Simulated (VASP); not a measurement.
InGa2As3: single point with r2SCAN

Crystal: InGa2As3.

```
Ga In As
1.0
     4.11174    0.00000    0.00000
    -2.05587    3.56087    0.00000
     0.00000    0.00000   10.09478
Ga In As
2 1 3
Direct
  0.00000 0.00000 0.99360
  0.66667 0.33333 0.67339
  0.33333 0.66667 0.33482
  0.66667 0.33333 0.91666
  0.33333 0.66667 0.59606
  0.00000 0.00000 0.23548
```

* Program: VASP 6.6.1
* Task: single point
* Functional: r2SCAN
* Potentials or basis: VASP PAW PBE potentials, release 64 (Ga_d, In_d, As)
* Cutoff: 520 eV
* k mesh: 6 × 6 × 2
* Occupations: fermi-dirac, width 0.02 eV
* Spin: no spin polarisation
* Dipole correction: no
* Further INCAR settings: ALGO = Normal; EDIFF = 1e-06; NBANDS = 36

```
Pressure               : 0.0 GPa
Largest force          : 0.009 eV/Å
Band gap on the k mesh : 0.28 eV
```

Forces in eV/Å, atoms in the order of the input:
```
Ga   0.000  0.000 -0.006
Ga   0.000  0.000  0.009
In   0.000  0.000 -0.006
As   0.000  0.000  0.000
As   0.000  0.000 -0.004
As   0.000  0.000  0.007
```

Levels at points of the mesh, in eV from the valence-band top:
```tsv
k point	band 25	band 26	band 27	band 28	band 29	band 30
(0.00, 0.00, 0.00)	-0.22	0.00	0.00	0.28	0.89	1.93
(0.50, 0.00, 0.00)	-2.57	-1.85	-1.43	1.60	1.84	2.22
(0.00, 0.00, 0.50)	-0.68	-0.18	-0.18	0.86	1.25	2.34
(0.50, 0.00, 0.50)	-2.25	-1.26	-1.13	1.09	1.78	2.42
```

Wall time 6.8 min on 1 thread of Intel Xeon 8259CL, on a shared host, peak memory 0.34 GiB.

Caveat: semilocal functionals underestimate gaps, and a narrow one can read as zero; the PAW data sets were made with another functional, which shifts forces and pressure a little; spin-orbit coupling is left out, which moves the levels of the heavy elements.
